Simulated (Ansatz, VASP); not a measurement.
**One calculation of Si2W3, two programs**

Contents of INCAR:

```
SYSTEM = Si2W3
ALGO     = Fast           ! electronic algorithm
EDIFF    = 1E-7           ! SCF threshold, eV
ENCUT    = 520            ! plane-wave cutoff, eV
GGA      = PE             ! functional
ISIF     = 2              ! what is computed and relaxed
ISMEAR   = 0              ! smearing method
LASPH    = .TRUE.         ! aspherical terms in the spheres
LCHARG   = .FALSE.        ! write CHGCAR
LREAL    = .FALSE.        ! projectors in reciprocal space
LWAVE    = .FALSE.        ! write WAVECAR
NBANDS   = 61             ! bands
NELM     = 100            ! most SCF steps
PREC     = Accurate       ! precision mode
SIGMA    = 0.15           ! smearing width, eV
```

The input KPOINTS:

```
k-points
0
G
  6 6 12
  0 0 0
```

Contents of POSCAR:

```
Si2W3
1.0
    6.6300342967      0.0000000000      0.0000000000
    0.0000000000      6.6300342967      0.0000000000
    0.0000000000      0.0000000000      3.3123213826
Si W
4 6
Direct
    0.1262340845      0.6262340845      0.0000000000
    0.8577681073      0.3577681073      0.0000000000
    0.6262340845      0.8577681073      0.0000000000
    0.3577681073      0.1262340845      0.0000000000
    0.5000000000      0.5000000000      0.0000000000
    0.0000000000      0.0000000000      0.0000000000
    0.6595119696      0.1595119696      0.5000000000
    0.3404880304      0.8404880304      0.5000000000
    0.1595119696      0.3404880304      0.5000000000
    0.8404880304      0.6595119696      0.5000000000
```

Input for Ansatz:

```yaml
crystal:
  lattice:
    - [6.6300342967, 0.0, 0.0]
    - [0.0, 6.6300342967, 0.0]
    - [0.0, 0.0, 3.3123213826]
  atoms:
    - { symbol: Si, position: [0.1262340845, 0.6262340845, 0.0] }
    - { symbol: Si, position: [0.8577681073, 0.3577681073, 0.0] }
    - { symbol: Si, position: [0.6262340845, 0.8577681073, 0.0] }
    - { symbol: Si, position: [0.3577681073, 0.1262340845, 0.0] }
    - { symbol: W, position: [0.5, 0.5, 0.0] }
    - { symbol: W, position: [0.0, 0.0, 0.0] }
    - { symbol: W, position: [0.6595119696, 0.1595119696, 0.5] }
    - { symbol: W, position: [0.3404880304, 0.8404880304, 0.5] }
    - { symbol: W, position: [0.1595119696, 0.3404880304, 0.5] }
    - { symbol: W, position: [0.8404880304, 0.6595119696, 0.5] }
basis:
  ecutwfc: 420
kpoints:
  mp_grid: { grid: [6, 6, 12] }
hamiltonian:
  xc: pbe
scf:
  occupations: { method: gaussian, width: 0.15 }
output:
  forces: true
  stress: true
  eigenvalues: true
```

Change from the starting cell: all Si atoms moved +0.075 Å, as atom 1 towards its neighbour atom 2 (Si) at 2.517 Å.

Alike in both runs: task single point; functional PBE; k mesh 6 × 6 × 12; occupations gaussian, width 0.15 eV; no spin polarisation.

|  | VASP | Ansatz |
| --- | --- | --- |
| version | VASP 6.6.1 | Ansatz 0.2.0 |
| potentials or method | VASP PAW PBE potentials, release 64 (Si, W_sv), cutoff 520 eV | scalar-relativistic, plane waves, PAW |
| valence electrons in the cell | 100 | 100 |

|  | VASP | Ansatz | Ansatz less VASP |
| --- | --- | --- | --- |
| gap on the k mesh at the Fermi level (eV) | none | none | - |
| pressure (GPa) | 0.7 | 0.5 | -0.19 |
| traceless stress, the component that is largest in VASP (GPa) | 0.20 | 0.16 | -0.033 |
| rms of the force components (eV/Å) | 0.458 | 0.457 | -0.0010 |

Atom by atom the forces differ by 0.004 eV/Å (rms over components). A gap of «none» marks a metal or a gap that the smearing closes.

Neither program's run includes spin-orbit coupling.
